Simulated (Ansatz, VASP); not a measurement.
# One calculation of Mg, two programs

```
Mg
1.0
    -1.45654    1.45654    1.45654
     1.45654   -1.45654    1.45654
     1.45654    1.45654   -1.45654
Mg
1
Cartesian
  0.0000 0.0000 0.0000
```

Change from the starting cell: volume scaled by 0.96.

Alike in both runs: task single point; functional PBEsol; k mesh 16 × 16 × 16; occupations fermi-dirac, width 0.05 eV; no spin polarisation.

```csv
,VASP,Ansatz
version,VASP 6.6.1,Ansatz 0.2.0
potentials or method,"VASP PAW PBE potentials, release 64 (Mg), cutoff 520 eV","all-electron LAPW, scalar-relativistic"
```

```tsv
	VASP	Ansatz	Ansatz less VASP
pressure (GPa)	71.4	69.7	-1.64
```

VASP's potentials were made for PBE, not for PBEsol. Both programs put the cell under a high pressure, so it lies far from rest at this level. Ansatz ran all-electron here, and VASP with PAW potentials.

Noted on VASP's run: the cell as given lies far from equilibrium.
